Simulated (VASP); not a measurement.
# Mg12BH3O12 in VASP: single point with PBE

Aim: the single point of Mg12BH3O12 with PBE.

Program: VASP 6.6.1. These are calculated values, not measurements. Logs are shortened: lines on timing, memory, paths and dates and some standing lists are left out, and cuts for length are marked.

### 1 The cell of the first run

The cell holds a slab with vacuum, 28 atoms: a = 5.964 Å, b = 5.964 Å, c = 18.087 Å, α = 90.00°, β = 90.00°, γ = 60.00°.

### 2 Single point, PBE

File INCAR:

```
SYSTEM = Mg12BH3O12
PREC = Accurate ; ENCUT = 520
EDIFF = 1E-6 ; ISMEAR = 0
SIGMA = 0.05 ; LREAL = Auto
LASPH = .TRUE. ; NELM = 60
ALGO = Normal ; ISIF = 2
LWAVE = .FALSE. ; LCHARG = .FALSE.
GGA = PE ; NBANDS = 71
```

File KPOINTS:

```
regular mesh
0
G
  3 3 1
  0 0 0
```

File POSCAR:

```
Mg12BH3O12
1.0
    5.9637390000      0.0000000000      0.0000000000
    2.9818690000      5.1647490000      0.0000000000
    0.0000000000      0.0000000000     18.0867150000
Mg O B H
12 12 1 3
Direct
    0.0000000000      0.0000000000      0.0552892000
    0.0000000200      0.5000000100      0.0552892000
    0.4999999700      0.0000000000      0.0552892000
    0.4999999800      0.5000000100      0.0552892000
    0.6653175432      0.6669089098      0.1920271990
    0.6654971239      0.1690967041      0.1909735765
    0.1676961915      0.6670050674      0.1919680165
    0.1679905248      0.1639986921      0.1923117567
    0.3282604602      0.3304243424      0.3287184717
    0.3450247463      0.8093569851      0.3380492430
    0.8413698377      0.3304123215      0.3290590145
    0.8252317010      0.8493673701      0.3202752479
    0.3333333400      0.8333333500      0.1225951200
    0.3333333200      0.3333333400      0.1225951200
    0.8333333100      0.8333333500      0.1225951200
    0.8333332900      0.3333333400      0.1225951200
    0.0014602342      0.4971851446      0.2575653281
    0.0013136765      0.0002423685      0.2588344681
    0.4978006992      0.5042581677      0.2628643502
    0.4986517335      0.0001215228      0.2586766575
    0.6604285465      0.1793916597      0.3848285166
    0.7202217660      0.6585781152      0.3949622318
    0.1766887487      0.1464295573      0.3885534883
    0.1217347992      0.6580289547      0.3948673370
    0.9381241667      0.6242517059      0.4331156089
    1.1806735060      0.1428998810      0.4419999793
    0.9646555150      0.5712725216      0.4984649513
    0.6592164188      1.1789224883      0.4381560848
```

Potentials or basis: VASP PAW PBE potentials, release 64 (Mg, O, B, H).

Run with:

```bash
$ cat potpaw_PBE.64/Mg/POTCAR potpaw_PBE.64/O/POTCAR potpaw_PBE.64/B/POTCAR potpaw_PBE.64/H/POTCAR > POTCAR
$ mpirun -np 1 vasp_std > vasp.out
```

OUTCAR:

```text
SYSTEM = Mg12BH3O12
   PREC = Accurate
   ENCUT = 520
   EDIFF = 1E-6
   ISMEAR = 0
   LREAL = Auto
   LASPH = .TRUE.
   NELM = 60
   ISIF = 2
   GGA = PE

 ion  position               nearest neighbor table
   1  0.000  0.000  0.055-  16 2.11  15 2.11  13 2.11   2 2.98   2 2.98   3 2.98   4 2.98   4 2.98
                             3 2.98   6 3.00   7 3.01   8 3.01
   2  0.000  0.500  0.055-  14 2.11  15 2.11  16 2.11   1 2.98   4 2.98   1 2.98   3 2.98   3 2.98
                             4 2.98   7 3.02   5 3.02   8 3.03
   3  0.500  0.000  0.055-  13 2.11  14 2.11  15 2.11   4 2.98   4 2.98   2 2.98   1 2.98   2 2.98
                             1 2.98   6 3.00   5 3.01   8 3.01
   4  0.500  0.500  0.055-  14 2.11  13 2.11  16 2.11   3 2.98   3 2.98   2 2.98   1 2.98   1 2.98
                             2 2.98   6 2.99   7 3.01   5 3.01
   5  0.665  0.667  0.192-  20 2.10  17 2.10  13 2.13  16 2.13  19 2.13  15 2.14  12 2.92   8 2.97
                             7 2.97   6 2.97   6 3.00   7 3.00   8 3.00   4 3.01   3 3.01   2 3.02
   6  0.665  0.169  0.191-  16 2.11  14 2.11  20 2.12  18 2.12  15 2.13  19 2.16  12 2.86   5 2.97
                             7 2.97   8 2.98   8 2.98   4 2.99   7 2.99   5 3.00   1 3.00   3 3.00
   7  0.168  0.667  0.192-  17 2.10  18 2.10  13 2.12  14 2.13  19 2.13  15 2.13  12 2.92   8 2.96
                             5 2.97   6 2.97   6 2.99   5 3.00   8 3.00   4 3.01   1 3.01   2 3.02
   8  0.168  0.164  0.192-  17 2.09  20 2.09  18 2.09  13 2.12  16 2.14  14 2.14   7 2.96   5 2.97
                             6 2.98   6 2.98   9 2.99  11 2.99   5 3.00   7 3.00   1 3.01   3 3.01
   9  0.328  0.330  0.329-  21 2.00  23 2.05  24 2.09  17 2.12  20 2.13  19 2.14  25 2.82  11 2.90
                            10 2.91  12 2.92   8 2.99   7 3.02   6 3.04  12 3.05  11 3.06  10 3.06
  10  0.345  0.809  0.338-  23 1.97  19 2.08  24 2.20  22 2.21  18 2.28  20 2.29   9 2.91  11 2.91
                            12 3.01  12 3.01  11 3.06   9 3.06   7 3.12   5 3.12   8 3.21
  11  0.841  0.330  0.329-  21 1.99  23 2.04  22 2.09  18 2.13  17 2.13  19 2.14  25 2.82   9 2.90
                            10 2.91  12 2.92   8 2.99   5 3.03   6 3.05  12 3.05   9 3.06  10 3.06
  12  0.825  0.849  0.320-  20 2.02  18 2.02  22 2.06  24 2.06  21 2.07  17 2.14  25 2.35   6 2.86
                             5 2.92   7 2.92   9 2.92  11 2.92  10 3.01  10 3.01  11 3.05   9 3.05
  13  0.333  0.833  0.123-   3 2.11   4 2.11   1 2.11   8 2.12   7 2.12   5 2.13
  14  0.333  0.333  0.123-   2 2.11   4 2.11   3 2.11   6 2.11   7 2.13   8 2.14
  15  0.833  0.833  0.123-   2 2.11   1 2.11   3 2.11   6 2.13   7 2.13   5 2.14
  16  0.833  0.333  0.123-   1 2.11   4 2.11   2 2.11   6 2.11   5 2.13   8 2.14
  17  0.001  0.497  0.258-   8 2.09   5 2.10   7 2.10   9 2.12  11 2.13  12 2.14
  18  0.001  0.000  0.259-  12 2.02   8 2.09   7 2.10   6 2.12  11 2.13  10 2.28
  19  0.498  0.504  0.263-  10 2.08   5 2.13   7 2.13   9 2.14  11 2.14   6 2.16
  20  0.499  0.000  0.259-  12 2.02   8 2.09   5 2.10   6 2.12   9 2.13  10 2.29
  21  0.660  0.179  0.385-  28 0.96  11 1.99   9 2.00  12 2.07
  22  0.720  0.659  0.395-  25 1.39  12 2.06  11 2.09  10 2.21
  23  0.177  0.146  0.389-  26 0.97  10 1.97  11 2.04   9 2.05
  24  0.122  0.658  0.395-  25 1.39  12 2.06   9 2.09  10 2.20
  25  0.938  0.624  0.433-  27 1.21  24 1.39  22 1.39  12 2.35  11 2.82   9 2.82
  26  0.181  0.143  0.442-  23 0.97
  27  0.965  0.571  0.498-  25 1.21
  28  0.659  0.179  0.438-  21 0.96

  LATTYP: Found a hexagonal cell.
 ALAT       =     5.9637383382
 C/A-ratio  =     3.0327814492

  Lattice vectors:

 A1 = (  -2.9818690000,  -5.1647490000,   0.0000000000)
 A2 = (   5.9637390000,   0.0000000000,   0.0000000000)
 A3 = (   0.0000000000,   0.0000000000,  18.0867150000)

Analysis of symmetry for initial positions (statically):
=====================================================================
 Subroutine PRICEL returns:
 Original cell was already a primitive cell.

 Routine SETGRP: Setting up the symmetry group for a
 hexagonal supercell.

 Subroutine GETGRP returns: Found  1 space group operations
 (whereof  1 operations were pure point group operations)
 out of a pool of 24 trial point group operations.

The static configuration has the point symmetry C_1 .

Analysis of symmetry for dynamics (positions and initial velocities):
=====================================================================
 Subroutine PRICEL returns:
 Original cell was already a primitive cell.

 Routine SETGRP: Setting up the symmetry group for a
 hexagonal supercell.

 Subroutine GETGRP returns: Found  1 space group operations
 (whereof  1 operations were pure point group operations)
 out of a pool of 24 trial point group operations.

The dynamic configuration has the point symmetry C_1 .

 Subroutine INISYM returns: Found  1 space group operations
 (whereof  1 operations are pure point group operations),
 and found     1 'primitive' translations

[... 87 lines left out ...]
     0.000000000  0.064540084  0.000000000     0.000000000  0.333333333  0.000000000
     0.000000000  0.000000000  0.055289200     0.000000000  0.000000000  1.000000000

  Length of vectors
     0.064540077  0.064540084  0.055289200

  Shift w.r.t. Gamma in fractional coordinates (k-lattice)
     0.000000000  0.000000000  0.000000000

 Subroutine IBZKPT returns following result:
 ===========================================

 Found      5 irreducible k-points:

 Following reciprocal coordinates:
            Coordinates               Weight
  0.000000  0.000000  0.000000      1.000000
  0.333333  0.000000  0.000000      2.000000
  0.333333  0.333333  0.000000      2.000000
  0.000000  0.333333  0.000000      2.000000
 -0.333333  0.333333  0.000000      2.000000
   k-points           NKPTS =      5   k-points in BZ     NKDIM =      5   number of bands    NBANDS=     71
   number of dos      NEDOS =    301   number of ions     NIONS =     28
   total plane-waves  NPLWV = 322560
   dimension x,y,z NGX =    48 NGY =   48 NGZ =  140
   dimension x,y,z NGXF=    96 NGYF=   96 NGZF=  280
   ions per type =              12  12   1   3
   NGX,Y,Z   is equivalent  to a cutoff of  13.38, 13.38, 12.87 a.u.
   NGXF,Y,Z  is equivalent  to a cutoff of  26.76, 26.76, 25.74 a.u.
 SYSTEM =  Mg12BH3O12
   PREC   = accura    normal or accurate (medium, high low for compatibility)
   ISTART =      0    job   : 0-new  1-cont  2-samecut
   ICHARG =      2    charge: 1-file 2-atom 10-const
   ISPIN  =      1    spin polarized calculation?
   LNONCOLLINEAR =      F non collinear calculations
   LSORBIT =      F    spin-orbit coupling
   LASPH  =      T    aspherical Exc in radial PAW
   ENCUT  =  520.0 eV  38.22 Ry    6.18 a.u.  11.09 11.09 33.63*2*pi/ulx,y,z
   NELM   =     60;   NELMIN=  2; NELMDL= -5     # of ELM steps
   EDIFF  = 0.1E-05   stopping-criterion for ELM
   LREAL  =      T    real-space projection
   EDIFFG = 0.1E-04   stopping-criterion for IOM
   NSW    =      0    number of steps for IOM
   IBRION =     -1    ionic relax: 0-MD 1-quasi-New 2-CG
   NFREE  =      0    steps in history (QN), initial steepest desc. (CG)
   ISIF   =      2    stress and relaxation
   ISYM   =      2    0-nonsym 1-usesym 2-fastsym
   POTIM  = 0.5000    time-step for ionic-motion
   TEBEG  =    0.0;   TEEND  =   0.0 temperature during run
   PSTRESS=    0.0 pullay stress
   NELECT =     102.0000    total number of electrons
   NUPDOWN=      -1.0000    fix difference up-down
   EMIN   =  10.00;   EMAX   =-10.00  energy-range for DOS
   EFERMI =   0.00;   METHOD = LEGACY
   ISMEAR =     0;   SIGMA  =   0.05  broadening in eV -4-tet -1-fermi 0-gaus
   EFERMI_NEDOS =   21; number of points for ismear=-14 and -15
   IALGO  =     38    algorithm
   IMIX   =      4    mixing-type and parameters
     AMIX     =   0.40;   BMIX     =  1.00
     AMIX_MAG =   1.60;   BMIX_MAG =  1.00
  volume/ion in A,a.u.               =      19.90       134.27
  Fermi-wavevector in a.u.,A,eV,Ry     =   0.929606  1.756701 11.757717  0.864168
  Thomas-Fermi vector in A             =   2.055907
   LORBIT       =      0    0 simple, 1 ext, 2 COOP (PROOUT), +10 PAW based schemes
   GGA     = PE    functional components
   LHFCALC =     F    Hartree Fock is set to
   AEXX    =    0.0000 exact exchange contribution
   IVDW    =     0    specifies the selected vdW correction
   LEPSILON=     F    determine dielectric tensor
   LRPA    =     F    only Hartree local field effects (RPA)
 non-spin polarized calculation
 Gauss-broadening in eV      SIGMA  =   0.05
  energy-cutoff  :      520.00
  volume of cell :      557.09
 maximum number of plane-waves:     15019
 NGX is ok and might be reduce to    48
   NGX = 23   NGY = 23   NGZ = 67

 number of electron     101.9999998 magnetization

 Free energy of the ion-electron system (eV)
  ---------------------------------------------------
  ext. energy  EPLUGINS =         0.00000000
  ---------------------------------------------------
  free energy    TOTEN  =      -151.87348464 eV

  energy without entropy =     -151.86170656  energy(sigma->0) =     -151.86759560

 E-fermi :   0.7964     XC(G=0):  -5.9552

 val. band max:        0.7622352189   @ k =   0.0000   0.3333   0.0000
 cond. band min:       2.1387931752   @ k =   0.3333   0.3333   0.0000
 fundamental gap:      1.3765579563
 Fermi energy:         0.7964289776

 k-point     1 :       0.0000    0.0000    0.0000
  band No.  band energies     occupation
      1     -21.1002      2.00000
      2     -20.5376      2.00000
      3     -20.3455      2.00000
      4     -19.5938      2.00000
      5     -19.5691      2.00000
      6     -18.9657      2.00000
[... 319 lines left out ...]
     62       5.7487      0.00000
     63       5.7697      0.00000
 [bands above 63 left out]

------------------------ aborting loop because EDIFF is reached ----------------------------------------

  FORCE on cell =-STRESS in cart. coord.  units (eV):
  Direction    XX          YY          ZZ          XY          YZ          ZX
  --------------------------------------------------------------------------------------
  -------------------------------------------------------------------------------------
  Total        6.5191981     10.7354255      1.7176387      0.0131011     -0.0547554     -0.0192032
  in kB       18.7489614     30.8746683      4.9398625      0.0376783     -0.1574744     -0.0552276
  external PRESSURE =      18.1878307 kB  Pullay stress =       0.0000000 kB

 VOLUME and BASIS-vectors are now :
 -----------------------------------------------------------------------------
  energy-cutoff  :      520.00
  volume of cell :      557.09
      direct lattice vectors                 reciprocal lattice vectors
     5.963739000  0.000000000  0.000000000     0.167680041 -0.096810109  0.000000000
     2.981869000  5.164749000  0.000000000     0.000000000  0.193620251  0.000000000
     0.000000000  0.000000000 18.086715000     0.000000000  0.000000000  0.055289200

 POSITION                                       TOTAL-FORCE (eV/Angst)
 -----------------------------------------------------------------------------------
      0.00000      0.00000      1.00000        -0.001488     -0.009103     -0.516937
      1.49093      2.58237      1.00000        -0.000092      0.006116     -0.475616
      2.98187      0.00000      1.00000         0.001777     -0.009409     -0.514652
      4.47280      2.58237      1.00000         0.000199      0.013103     -0.555534
      5.95642      3.44442      3.47314         0.003975      0.003827     -0.001573
      4.47308      0.87334      3.45408         0.000351     -0.006672      0.001425
[... 20 lines left out ...]
      7.45641      2.95048      9.01559         0.000780     -0.001610     -0.021610
      4.46492      0.92409      7.92480         0.009917     -0.010647      0.090133
 -----------------------------------------------------------------------------------
    total drift:                               -0.002610      0.000731     -0.005570

  FREE ENERGIE OF THE ION-ELECTRON SYSTEM (eV)
  ---------------------------------------------------
  free  energy   TOTEN  =      -151.8734846421 eV

  energy  without entropy=     -151.8617065561  energy(sigma->0) =     -151.86759560
```

Run time: 9.9 min. Hardware: 1 thread of AMD EPYC 7R43 (Zen 3), shared host; peak memory 0.67 GiB.

What came out:

```
Free energy            : -151.8735 eV
Largest force          : 0.578 eV/Å
Band gap on the k mesh : zero (band 51 reaches 2.47 eV, above the bottom of band 52 at 0.34 eV)
```

Forces in eV/Å, atoms in the order of the input:
```
Mg  -0.001 -0.009 -0.517
Mg   0.000  0.006 -0.476
Mg   0.002 -0.009 -0.515
Mg   0.000  0.013 -0.556
Mg   0.004  0.004 -0.002
Mg   0.000 -0.007  0.001
Mg  -0.004  0.004  0.004
Mg  -0.001 -0.003  0.005
Mg   0.007 -0.026 -0.003
Mg   0.004  0.010 -0.006
Mg  -0.005 -0.010 -0.027
Mg   0.002  0.012 -0.003
O   -0.002 -0.084  0.541
O    0.111  0.033  0.563
O    0.003  0.029  0.510
O   -0.111  0.031  0.567
O   -0.006  0.006  0.002
O   -0.008  0.001 -0.021
O    0.007 -0.003  0.010
O    0.005  0.005 -0.007
O   -0.027  0.008 -0.106
O   -0.099  0.015 -0.074
O    0.025 -0.023 -0.094
O    0.107  0.024 -0.079
B   -0.013 -0.022  0.128
H   -0.011  0.009  0.082
H    0.001 -0.002 -0.022
H    0.010 -0.011  0.090
```

Levels at points of the mesh, in eV from the Fermi level:
| k point | band 48 | band 49 | band 50 | band 51 | band 52 | band 53 | band 54 | band 55 |
| --- | --- | --- | --- | --- | --- | --- | --- | --- |
| (0.00, 0.00, 0.00) | -3.58 | -3.54 | -1.93 | 1.68 | 1.70 | 1.72 | 1.73 | 2.27 |

Caveat: the k points lie up to 0.41 Å⁻¹ apart.
